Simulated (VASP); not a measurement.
Crystal: LiF.

```
Li F
1.0
     0.00000    2.03384    2.03384
     2.03384    0.00000    2.03384
     2.03384    2.03384    0.00000
Li F
1 1
Cartesian
  2.0338 2.0338 2.0338
  0.0000 0.0000 0.0000
```

Base run:

```yaml
Program: VASP 6.6.1
Functional: PBE
Potentials_or_basis: VASP PAW PBE potentials, release 64 (Li_sv, F)
Cutoff: 520 eV
k_mesh: 10 × 10 × 10
Occupations: gaussian, width 0.02 eV
Spin: no spin polarisation
```

Its results: band gap on the k mesh 8.83 eV, direct.

Task: The run is repeated on the same cell with these changes: functional from PBE to r2SCAN; further incar settings from ALGO = Normal; EDIFF = 1e-06; NBANDS = 12 to ALGO = Normal; EDIFF = 1e-07; NBANDS = 12. What comes out?

Result: Band gap on the k mesh 9.98 eV, direct.

A k mesh can miss the band edges.
